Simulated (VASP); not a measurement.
## InP: single point with PBEsol

Crystal: InP.

```xyz
2
Lattice="0.0000 2.8292 2.8292 2.8292 0.0000 2.8292 2.8292 2.8292 0.0000" Properties=species:S:1:pos:R:3 pbc="T T T"
In    0.0000    0.0000    0.0000
P     4.2439    4.2439    4.2439
```

```
Program                : VASP 6.6.1
Task                   : single point
Functional             : PBEsol
Potentials or basis    : VASP PAW PBE potentials, release 64 (In_d, P)
Cutoff                 : 520 eV
k mesh                 : 6 × 6 × 6
Occupations            : gaussian, width 0.01 eV
Spin                   : no spin polarisation
Dipole correction      : no
Further INCAR settings : ALGO = Normal; EDIFF = 1e-06; NBANDS = 16
```

The pressure is 9.9 GPa. The band gap on the k mesh is 1.17 eV, direct.

Levels at points of the mesh, in eV from the valence-band top:
```csv
k point,band 5,band 6,band 7,band 8,band 9,band 10,band 11,band 12,band 13,band 14
"(0.00, 0.00, 0.00)",-14.21,-12.34,0.00,0.00,0.00,1.17,3.98,3.98,3.98,8.86
"(0.50, 0.00, 0.00)",-14.19,-10.20,-6.42,-1.16,-1.16,1.64,4.72,4.72,7.09,9.85
"(0.50, 0.50, 0.00)",-14.16,-9.42,-6.32,-2.74,-2.74,1.43,2.11,9.79,10.23,10.23
```

It took 14 s on 1 thread of Intel Xeon 6975P-C, on a shared host, peak memory 0.17 GiB.

Caveat: the PAW data sets were made with another functional, which shifts forces and pressure a little; spin-orbit coupling is left out, which moves the levels of the heavy elements. A k mesh can miss the band edges.
